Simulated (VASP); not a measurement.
# LiCl (F-43m) in VASP: a series of runs, part 2 of 2

VASP 6.6.1.

### 3 Single point, PBE (volume changed by -3%)

INCAR reads:

```
  PREC = Accurate
  ENCUT = 520
  EDIFF = 1E-6
  ISMEAR = 0
  SIGMA = 0.01
  LREAL = F
  LASPH = T
  NELM = 80
  ALGO = Normal
  ISIF = 2
  LWAVE = F
  LCHARG = F
  GGA = PE
  NBANDS = 12
```

KPOINTS reads:

```
Automatic mesh
0
Gamma
  6 6 6
```

POSCAR reads:

```
LiCl
1.0
    0.0000000000      2.7295655675      2.7295655675
    2.7295655675      0.0000000000      2.7295655675
    2.7295655675      2.7295655675      0.0000000000
Li Cl
1 1
Direct
    0.0000000000      0.0000000000      0.0000000000
    0.2500000000      0.2500000000      0.2500000000
```

Potentials or basis: VASP PAW PBE potentials, release 64 (Li_sv, Cl).

On the command line:

```
> cat potpaw_PBE.64/Li_sv/POTCAR potpaw_PBE.64/Cl/POTCAR > POTCAR
> mpirun -np 1 vasp_std > vasp.out
```

OUTCAR:

```text
PREC = Accurate
   ENCUT = 520
   EDIFF = 1E-6
   ISMEAR = 0
   LREAL = F
   LASPH = T
   NELM = 80
   ISIF = 2
   GGA = PE

 ion  position               nearest neighbor table
   1  0.000  0.000  0.000-   2 2.36   2 2.36   2 2.36   2 2.36
   2  0.250  0.250  0.250-   1 2.36   1 2.36   1 2.36   1 2.36

  LATTYP: Found a face centered cubic cell.
 ALAT       =     5.4591311350

  Lattice vectors:

 A1 = (   0.0000000000,   2.7295655675,   2.7295655675)
 A2 = (   2.7295655675,   0.0000000000,   2.7295655675)
 A3 = (   2.7295655675,   2.7295655675,   0.0000000000)

Analysis of symmetry for initial positions (statically):
=====================================================================
 Subroutine PRICEL returns:
 Original cell was already a primitive cell.

 Routine SETGRP: Setting up the symmetry group for a
 face centered cubic supercell.

 Subroutine GETGRP returns: Found 24 space group operations
 (whereof 24 operations were pure point group operations)
 out of a pool of 48 trial point group operations.

The static configuration has the point symmetry T_d .

Analysis of symmetry for dynamics (positions and initial velocities):
=====================================================================
 Subroutine PRICEL returns:
 Original cell was already a primitive cell.

 Routine SETGRP: Setting up the symmetry group for a
 face centered cubic supercell.

 Subroutine GETGRP returns: Found 24 space group operations
 (whereof 24 operations were pure point group operations)
 out of a pool of 48 trial point group operations.

The dynamic configuration has the point symmetry T_d .

 Subroutine INISYM returns: Found 24 space group operations
 (whereof 24 operations are pure point group operations),
 and found     1 'primitive' translations

----------------------------------------------------------------------------------------

                                     Primitive cell

  volume of cell :      40.6734

  direct lattice vectors                    reciprocal lattice vectors
     0.000000000  2.729565567  2.729565567    -0.183179333  0.183179333  0.183179333
     2.729565567  0.000000000  2.729565567     0.183179333 -0.183179333  0.183179333
     2.729565567  2.729565567  0.000000000     0.183179333  0.183179333 -0.183179333

  length of vectors
     3.860188645  3.860188645  3.860188645     0.317275912  0.317275912  0.317275912

  position of ions in fractional coordinates (direct lattice)
     0.000000000  0.000000000  0.000000000
     0.250000000  0.250000000  0.250000000

  ion indices of the primitive-cell ions
   primitive index   ion index
                 1           1
                 2           2

----------------------------------------------------------------------------------------

 KPOINTS: Automatic mesh

Automatic generation of k-mesh.
 Grid dimensions read from file:
 generate k-points for:    6    6    6

 Generating k-lattice:

  Cartesian coordinates                     Fractional coordinates (reciprocal lattice)
    -0.030529889  0.030529889  0.030529889     0.166666667  0.000000000  0.000000000
     0.030529889 -0.030529889  0.030529889     0.000000000  0.166666667  0.000000000
     0.030529889  0.030529889 -0.030529889     0.000000000  0.000000000  0.166666667

  Length of vectors
     0.052879319  0.052879319  0.052879319

  Shift w.r.t. Gamma in fractional coordinates (k-lattice)
     0.000000000  0.000000000  0.000000000

 Subroutine IBZKPT returns following result:
 ===========================================

 Found     16 irreducible k-points:

 Following reciprocal coordinates:
            Coordinates               Weight
  0.000000  0.000000  0.000000      1.000000
  0.166667  0.000000  0.000000      8.000000
  0.333333  0.000000  0.000000      8.000000
  0.500000  0.000000  0.000000      4.000000
  0.166667  0.166667  0.000000      6.000000
  0.333333  0.166667  0.000000     24.000000
[... 8 lines left out ...]
 -0.333333  0.333333  0.166667     24.000000
 -0.333333  0.500000  0.166667     12.000000
   k-points           NKPTS =     16   k-points in BZ     NKDIM =     16   number of bands    NBANDS=     12
   number of dos      NEDOS =    301   number of ions     NIONS =      2
   total plane-waves  NPLWV =  27000
   dimension x,y,z NGX =    30 NGY =   30 NGZ =   30
   dimension x,y,z NGXF=    60 NGYF=   60 NGZF=   60
   ions per type =               1   1
   NGX,Y,Z   is equivalent  to a cutoff of  12.92, 12.92, 12.92 a.u.
   NGXF,Y,Z  is equivalent  to a cutoff of  25.84, 25.84, 25.84 a.u.
 SYSTEM =  unknown system
   PREC   = accura    normal or accurate (medium, high low for compatibility)
   ISTART =      0    job   : 0-new  1-cont  2-samecut
   ICHARG =      2    charge: 1-file 2-atom 10-const
   ISPIN  =      1    spin polarized calculation?
   LNONCOLLINEAR =      F non collinear calculations
   LSORBIT =      F    spin-orbit coupling
   LASPH  =      T    aspherical Exc in radial PAW
   ENCUT  =  520.0 eV  38.22 Ry    6.18 a.u.   7.18  7.18  7.18*2*pi/ulx,y,z
   NELM   =     80;   NELMIN=  2; NELMDL= -5     # of ELM steps
   EDIFF  = 0.1E-05   stopping-criterion for ELM
   LREAL  =      F    real-space projection
   EDIFFG = 0.1E-04   stopping-criterion for IOM
   NSW    =      0    number of steps for IOM
   IBRION =     -1    ionic relax: 0-MD 1-quasi-New 2-CG
   NFREE  =      0    steps in history (QN), initial steepest desc. (CG)
   ISIF   =      2    stress and relaxation
   ISYM   =      2    0-nonsym 1-usesym 2-fastsym
   POTIM  = 0.5000    time-step for ionic-motion
   TEBEG  =    0.0;   TEEND  =   0.0 temperature during run
   PSTRESS=    0.0 pullay stress
   NELECT =      10.0000    total number of electrons
   NUPDOWN=      -1.0000    fix difference up-down
   EMIN   =  10.00;   EMAX   =-10.00  energy-range for DOS
   EFERMI =   0.00;   METHOD = LEGACY
   ISMEAR =     0;   SIGMA  =   0.01  broadening in eV -4-tet -1-fermi 0-gaus
   EFERMI_NEDOS =   21; number of points for ismear=-14 and -15
   IALGO  =     38    algorithm
   IMIX   =      4    mixing-type and parameters
     AMIX     =   0.40;   BMIX     =  1.00
     AMIX_MAG =   1.60;   BMIX_MAG =  1.00
  volume/ion in A,a.u.               =      20.34       137.24
  Fermi-wavevector in a.u.,A,eV,Ry     =   1.025584  1.938073 14.310919  1.051823
  Thomas-Fermi vector in A             =   2.159432
   LORBIT       =      0    0 simple, 1 ext, 2 COOP (PROOUT), +10 PAW based schemes
   GGA     = PE    functional components
   LHFCALC =     F    Hartree Fock is set to
   AEXX    =    0.0000 exact exchange contribution
   IVDW    =     0    specifies the selected vdW correction
   LEPSILON=     F    determine dielectric tensor
   LRPA    =     F    only Hartree local field effects (RPA)
 non-spin polarized calculation
 Gauss-broadening in eV      SIGMA  =   0.01
  energy-cutoff  :      520.00
  volume of cell :       40.67
 maximum number of plane-waves:      1113
 NGX is ok and might be reduce to    30
   NGX = 15   NGY = 15   NGZ = 15

 number of electron      10.0000000 magnetization

 Free energy of the ion-electron system (eV)
  ---------------------------------------------------
  ext. energy  EPLUGINS =         0.00000000
  ---------------------------------------------------
  free energy    TOTEN  =        -7.42440910 eV

  energy without entropy =       -7.42440910  energy(sigma->0) =       -7.42440910

 E-fermi :  -1.0223     XC(G=0):  -7.7434

 val. band max:       -1.1181652210   @ k =   0.0000   0.0000   0.0000
 cond. band min:       4.9504536626   @ k =   0.0000   0.0000   0.0000
 fundamental gap:      6.0686188836
 Fermi energy:        -1.0222982458

 k-point     1 :       0.0000    0.0000    0.0000
  band No.  band energies     occupation
      1     -43.9501      2.00000
      2     -13.8611      2.00000
      3      -1.1182      2.00000
      4      -1.1182      2.00000
      5      -1.1182      2.00000
      6       4.9505      0.00000
      7       9.0659      0.00000
      8       9.0659      0.00000
      9       9.0659      0.00000
     10      13.4304      0.00000
     11      13.4304      0.00000
     12      16.6279      0.00000
[... 211 lines left out ...]
 k-point    16 :      -0.3333    0.5000    0.1667
  band No.  band energies     occupation
      1     -43.9481      2.00000
      2     -13.4668      2.00000
      3      -2.6276      2.00000
      4      -2.1549      2.00000
      5      -2.0763      2.00000
      6       6.5077      0.00000
      7       9.2439      0.00000
      8      10.5562      0.00000
      9      11.3573      0.00000
     10      13.0172      0.00000
     11      15.2925      0.00000
     12      16.0506      0.00000

------------------------ aborting loop because EDIFF is reached ----------------------------------------

  FORCE on cell =-STRESS in cart. coord.  units (eV):
  Direction    XX          YY          ZZ          XY          YZ          ZX
  --------------------------------------------------------------------------------------
  -------------------------------------------------------------------------------------
  Total        0.1823702      0.1823702      0.1823702     -0.0000000     -0.0000000      0.0000000
  in kB        7.1837936      7.1837936      7.1837936     -0.0000000     -0.0000000      0.0000000
  external PRESSURE =       7.1837936 kB  Pullay stress =       0.0000000 kB

 VOLUME and BASIS-vectors are now :
 -----------------------------------------------------------------------------
  energy-cutoff  :      520.00
  volume of cell :       40.67
      direct lattice vectors                 reciprocal lattice vectors
     0.000000000  2.729565567  2.729565567    -0.183179333  0.183179333  0.183179333
     2.729565567  0.000000000  2.729565567     0.183179333 -0.183179333  0.183179333
     2.729565567  2.729565567  0.000000000     0.183179333  0.183179333 -0.183179333

 POSITION                                       TOTAL-FORCE (eV/Angst)
 -----------------------------------------------------------------------------------
      0.00000      0.00000      0.00000         0.000000      0.000000      0.000000
      1.36478      1.36478      1.36478        -0.000000     -0.000000     -0.000000
 -----------------------------------------------------------------------------------
    total drift:                                0.000000      0.000000      0.000000

  FREE ENERGIE OF THE ION-ELECTRON SYSTEM (eV)
  ---------------------------------------------------
  free  energy   TOTEN  =        -7.4244090998 eV

  energy  without entropy=       -7.4244090998  energy(sigma->0) =       -7.42440910
```

stdout:

```text
POSCAR found type information on POSCAR LiCl
 POSCAR found :  2 types and       2 ions
 scaLAPACK will be used
 LDA part: xc-table for (Slater+PW92), standard interpolation
 POSCAR, INCAR and KPOINTS ok, starting setup
 FFT: planning ... GRIDC
 FFT: planning ... GRID_SOFT
 FFT: planning ... GRID
 WAVECAR not read
 entering main loop
```

Wall time 15 s (1 thread of AMD EPYC 7R13, shared host); peak memory 0.13 GiB.

What came out:

```
Free energy            : -7.4244 eV
Band gap on the k mesh : 6.07 eV, direct
```

Caveat: the cell differs from its parent crystal (volume changed by -3%); the cutoff is under 1.25 times the usual one of these potentials, so pressure, stress and relaxed cells hold a basis-set (Pulay) error.

### 4 Single point, PBE

This run uses another cell than the first one, of 20.97 Å³/atom, 1.064 times its volume.

INCAR reads:

```
SYSTEM = LiCl
  ALGO = Normal
  EDIFF = 1E-6
  ENCUT = 520
  GGA = PE
  ISIF = 2
  ISMEAR = 0
  LASPH = .TRUE.
  LCHARG = .FALSE.
  LREAL = .FALSE.
  LWAVE = .FALSE.
  NBANDS = 12
  NELM = 60
  PREC = Accurate
  SIGMA = 0.01
```

KPOINTS reads:

```
k-points
0
G
  6 6 6
  0 0 0
```

POSCAR reads:

```
LiCl
1.0
    0.0000000000      2.7574202012      2.7574202012
    2.7574202012      0.0000000000      2.7574202012
    2.7574202012      2.7574202012      0.0000000000
Li Cl
1 1
Direct
    0.0000000000      0.0000000000      0.0000000000
    0.2500000000      0.2500000000      0.2500000000
```

Potentials or basis: VASP PAW PBE potentials, release 64 (Li_sv, Cl).

On the command line:

```
> cat potpaw_PBE.64/Li_sv/POTCAR potpaw_PBE.64/Cl/POTCAR > POTCAR
> mpirun -np 1 vasp_std > vasp.out
```

OUTCAR:

```text
SYSTEM = LiCl
   EDIFF = 1E-6
   ENCUT = 520
   GGA = PE
   ISIF = 2
   ISMEAR = 0
   LASPH = .TRUE.
   LREAL = .FALSE.
   NELM = 60
   PREC = Accurate

 ion  position               nearest neighbor table
   1  0.000  0.000  0.000-   2 2.39   2 2.39   2 2.39   2 2.39
   2  0.250  0.250  0.250-   1 2.39   1 2.39   1 2.39   1 2.39

  LATTYP: Found a face centered cubic cell.
 ALAT       =     5.5148404024

  Lattice vectors:

 A1 = (   0.0000000000,   2.7574202012,   2.7574202012)
 A2 = (   2.7574202012,   0.0000000000,   2.7574202012)
 A3 = (   2.7574202012,   2.7574202012,   0.0000000000)

Analysis of symmetry for initial positions (statically):
=====================================================================
 Subroutine PRICEL returns:
 Original cell was already a primitive cell.

 Routine SETGRP: Setting up the symmetry group for a
 face centered cubic supercell.

 Subroutine GETGRP returns: Found 24 space group operations
 (whereof 24 operations were pure point group operations)
 out of a pool of 48 trial point group operations.

The static configuration has the point symmetry T_d .

Analysis of symmetry for dynamics (positions and initial velocities):
[... 163 lines left out ...]
      4      -1.2918      2.00000
      5      -1.2918      2.00000
      6       4.6714      0.00000
      7       8.8521      0.00000
      8       8.8521      0.00000
      9       8.8521      0.00000
     10      13.1669      0.00000
     11      13.1669      0.00000
     12      16.2623      0.00000
[... 211 lines left out ...]
 k-point    16 :      -0.3333    0.5000    0.1667
  band No.  band energies     occupation
      1     -44.1935      2.00000
      2     -13.6028      2.00000
      3      -2.7296      2.00000
      4      -2.2819      2.00000
      5      -2.1986      2.00000
      6       6.3170      0.00000
      7       9.0133      0.00000
      8      10.2385      0.00000
      9      10.9755      0.00000
     10      12.6159      0.00000
     11      14.9658      0.00000
     12      15.6636      0.00000

------------------------ aborting loop because EDIFF is reached ----------------------------------------

  FORCE on cell =-STRESS in cart. coord.  units (eV):
  Direction    XX          YY          ZZ          XY          YZ          ZX
  --------------------------------------------------------------------------------------
  -------------------------------------------------------------------------------------
  Total       -0.0177027     -0.0177027     -0.0177027      0.0000000     -0.0000000      0.0000000
  in kB       -0.6764124     -0.6764124     -0.6764124      0.0000000     -0.0000000      0.0000000
  external PRESSURE =      -0.6764124 kB  Pullay stress =       0.0000000 kB

 VOLUME and BASIS-vectors are now :
 -----------------------------------------------------------------------------
  energy-cutoff  :      520.00
  volume of cell :       41.93
      direct lattice vectors                 reciprocal lattice vectors
     0.000000000  2.757420201  2.757420201    -0.181328910  0.181328910  0.181328910
     2.757420201  0.000000000  2.757420201     0.181328910 -0.181328910  0.181328910
     2.757420201  2.757420201  0.000000000     0.181328910  0.181328910 -0.181328910

 POSITION                                       TOTAL-FORCE (eV/Angst)
 -----------------------------------------------------------------------------------
      0.00000      0.00000      0.00000         0.000000      0.000000      0.000000
      1.37871      1.37871      1.37871        -0.000000     -0.000000     -0.000000
 -----------------------------------------------------------------------------------
    total drift:                               -0.000000     -0.000000     -0.000000

  FREE ENERGIE OF THE ION-ELECTRON SYSTEM (eV)
  ---------------------------------------------------
  free  energy   TOTEN  =        -7.4276257899 eV

  energy  without entropy=       -7.4276257899  energy(sigma->0) =       -7.42762579
```

OSZICAR:

```text
N       E                     dE             d eps       ncg     rms          rms(c)
DAV:   1     0.450402474791E+02    0.45040E+02   -0.39369E+03   384   0.755E+02
DAV:   2    -0.415054860337E+01   -0.49191E+02   -0.46514E+02   448   0.140E+02
DAV:   3    -0.740329625176E+01   -0.32527E+01   -0.32418E+01   504   0.387E+01
DAV:   4    -0.754114317094E+01   -0.13785E+00   -0.13779E+00   600   0.786E+00
DAV:   5    -0.754216065062E+01   -0.10175E-02   -0.10175E-02   524   0.736E-01    0.231E+00
DAV:   6    -0.741198163765E+01    0.13018E+00   -0.29405E-01   436   0.230E+00    0.171E+00
DAV:   7    -0.741526391469E+01   -0.32823E-02   -0.79875E-02   484   0.134E+00    0.102E+00
DAV:   8    -0.742710707649E+01   -0.11843E-01   -0.14742E-02   448   0.737E-01    0.197E-01
DAV:   9    -0.742718432958E+01   -0.77253E-04   -0.26985E-04   548   0.113E-01    0.103E-01
DAV:  10    -0.742762392250E+01   -0.43959E-03   -0.68600E-04   452   0.142E-01    0.461E-02
DAV:  11    -0.742762237837E+01    0.15441E-05   -0.15483E-05   556   0.243E-02    0.775E-03
DAV:  12    -0.742762528222E+01   -0.29039E-05   -0.26004E-06   452   0.101E-02    0.138E-03
DAV:  13    -0.742762578994E+01   -0.50772E-06   -0.59723E-07   504   0.449E-03
   1 F= -.74276258E+01 E0= -.74276258E+01  d E =-.320271E-43
```

stdout:

```text
POSCAR found type information on POSCAR LiCl
 POSCAR found :  2 types and       2 ions
 scaLAPACK will be used
 LDA part: xc-table for (Slater+PW92), standard interpolation
 POSCAR, INCAR and KPOINTS ok, starting setup
 FFT: planning ... GRIDC
 FFT: planning ... GRID_SOFT
 FFT: planning ... GRID
 WAVECAR not read
 entering main loop
```

It took 13 s on 1 thread of AMD EPYC 7R13, shared host; peak memory 0.13 GiB.

Results:

* Free energy: -7.4276 eV
* Band gap on the k mesh: 5.96 eV, direct

Levels at points of the mesh, in eV from the valence-band top:
| k point | band 1 | band 2 | band 3 | band 4 | band 5 | band 6 | band 7 | band 8 | band 9 | band 10 |
| --- | --- | --- | --- | --- | --- | --- | --- | --- | --- | --- |
| (0.00, 0.00, 0.00) | -42.90 | -12.68 | 0.00 | 0.00 | 0.00 | 5.96 | 10.14 | 10.14 | 10.14 | 14.46 |
| (0.50, 0.00, 0.00) | -42.90 | -12.40 | -1.95 | -0.28 | -0.28 | 8.30 | 10.31 | 10.31 | 10.61 | 16.04 |
| (0.50, 0.50, 0.00) | -42.90 | -12.31 | -1.58 | -0.80 | -0.80 | 6.65 | 9.63 | 13.25 | 13.75 | 13.75 |

Caveat: the cutoff is under 1.25 times the usual one of these potentials, so pressure, stress and relaxed cells hold a basis-set (Pulay) error.

### 5 Single point, PBE (volume changed by +3%)

INCAR reads:

```
ALGO     = Normal         # electronic algorithm
EDIFF    = 1E-6           # SCF threshold, eV
ENCUT    = 520            # plane-wave cutoff, eV
GGA      = PE             # functional
ISIF     = 2              # what is computed and relaxed
ISMEAR   = 0              # smearing method
LASPH    = True           # aspherical terms in the spheres
LCHARG   = False          # write CHGCAR
LREAL    = False          # projectors in reciprocal space
LWAVE    = False          # write WAVECAR
NBANDS   = 12             # bands
NELM     = 80             # most SCF steps
PREC     = Accurate       # precision mode
SIGMA    = 0.01           # smearing width, eV
```

KPOINTS reads:

```
k-points
0
Gamma
  6 6 6
```

POSCAR reads:

```
LiCl
1.0
    0.0000000000      2.7847231669      2.7847231669
    2.7847231669      0.0000000000      2.7847231669
    2.7847231669      2.7847231669      0.0000000000
Li Cl
1 1
Direct
    0.0000000000      0.0000000000      0.0000000000
    0.2500000000      0.2500000000      0.2500000000
```

On the command line:

```
> cat potpaw_PBE.64/Li_sv/POTCAR potpaw_PBE.64/Cl/POTCAR > POTCAR
> mpirun -np 1 vasp_std > vasp.out
```

Wall time 17 s (1 thread of AMD EPYC 7R13, shared host); peak memory 0.13 GiB.

Results (log left out):

| Quantity | Value |
| --- | --- |
| Free energy | -7.4250 eV |
| Band gap on the k mesh | 5.86 eV, direct |

Levels at points of the mesh, in eV from the valence-band top:
| k point | band 3 | band 4 | band 5 | band 6 | band 7 | band 8 |
| --- | --- | --- | --- | --- | --- | --- |
| (0.00, 0.00, 0.00) | 0.00 | 0.00 | 0.00 | 5.86 | 10.10 | 10.10 |
| (0.50, 0.00, 0.00) | -1.86 | -0.27 | -0.27 | 8.21 | 10.27 | 10.27 |
| (0.50, 0.50, 0.00) | -1.51 | -0.76 | -0.76 | 6.66 | 9.60 | 12.98 |

Caveat: the cell differs from its parent crystal (volume changed by +3%); the cutoff is under 1.25 times the usual one of these potentials, so pressure, stress and relaxed cells hold a basis-set (Pulay) error.

### 6 The runs side by side

| cell | gap on the mesh (eV) |
| --- | --- |
| a = 3.820 Å, angles 60.0°, 2 atoms | 6.18 |
| a = 3.860 Å, angles 60.0°, 2 atoms | 6.07 |
| a = 3.900 Å, angles 60.0°, 2 atoms | 5.96 |
| a = 3.938 Å, angles 60.0°, 2 atoms | 5.86 |

Alike in all rows: task single point; level PBE; potentials or basis VASP PAW PBE potentials, release 64 (Li_sv, Cl); no spin polarisation; k mesh 6 × 6 × 6; cutoff (eV) 520; smearing gaussian 0.01 eV.

Caveats: the cutoff is under 1.25 times the usual one of these potentials, so pressure, stress and relaxed cells hold a basis-set (Pulay) error.

Absolute energies hang on the potentials; compare differences alone.
